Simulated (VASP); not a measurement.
Set up this calculation in VASP 6.6.1, as the native input.

| Item | Value |
| --- | --- |
| Task | single point |
| Functional | r2SCAN |
| Potentials or basis | VASP PAW PBE potentials, release 64 (V_sv, I) |
| Cutoff | 520 eV |
| k mesh | 6 × 6 × 6 |
| Occupations | gaussian, width 0.1 eV |
| Spin | collinear spin, ferromagnetic start |
| Starting moments | [3.76, 0.0] μB |
| Dipole correction | no |
| Further INCAR settings | ALGO = Normal; EDIFF = 1e-06; NBANDS = 21 |

VI:

```
V I
1.0
     3.66715    0.00000    0.00000
     0.00000    3.66715    0.00000
     0.00000    0.00000    3.66715
V I
1 1
Cartesian
  0.0000 0.0000 0.0000
  1.8336 1.8336 1.8336
```

One way to write it, as run:

POSCAR

```
VI
1.0
    3.6671527739      0.0000000000      0.0000000000
    0.0000000000      3.6671527739      0.0000000000
    0.0000000000      0.0000000000      3.6671527739
V I
1 1
Direct
    0.0000000000      0.0000000000      0.0000000000
    0.5000000000      0.5000000000      0.5000000000
```

INCAR.step1

```
PREC = Accurate
ENCUT = 520
ISMEAR = 0
SIGMA = 0.1
LREAL = False
LASPH = True
NELM = 150
ISPIN = 2
MAGMOM = 3.76 0
LMAXMIX = 4
NBANDS = 21
GGA = PE
ALGO = Normal
EDIFF = 1E-4
LWAVE = True
LCHARG = False
```

INCAR.step2

```
PREC = Accurate
ENCUT = 520
EDIFF = 1E-6
ISMEAR = 0
SIGMA = 0.1
LREAL = False
LASPH = True
NELM = 150
ALGO = Normal
ISIF = 2
LWAVE = False
LCHARG = False
ISPIN = 2
MAGMOM = 3.76 0
LORBIT = 11
LMAXMIX = 4
METAGGA = R2SCAN
LMIXTAU = True
NBANDS = 21
ISTART = 1
```

KPOINTS

```
Automatic mesh
0
Gamma
  6 6 6
```

Potentials or basis: VASP PAW PBE potentials, release 64 (V_sv, I).

The run is started by

```console
$ cat potpaw_PBE.64/V_sv/POTCAR potpaw_PBE.64/I/POTCAR > POTCAR
$ cp INCAR.step1 INCAR
$ mpirun -np 1 vasp_std > vasp.out
$ cp INCAR.step2 INCAR
$ mpirun -np 1 vasp_std > vasp.out
```

It gave:

The pressure is 0.0 GPa, the band gap on the k mesh is zero (filled and empty bands overlap) and the net moment is 3.96 μB per cell. The site moments are V +3.20; I -0.06 μB. The valence electrons inside the program's atomic spheres are V 11.39; I 4.35.

Caveat: the PAW data sets were made with another functional, which shifts forces and pressure a little; spin-orbit coupling is left out, which moves the levels of the heavy elements; semilocal functionals often make such compounds metallic where correlation or magnetic order opens a gap, which also shifts bond lengths.

Run time: 4.4 min on 1 thread of Oxide Virtual Turin-like Processor, with other jobs on the host, peak memory 0.17 GiB.
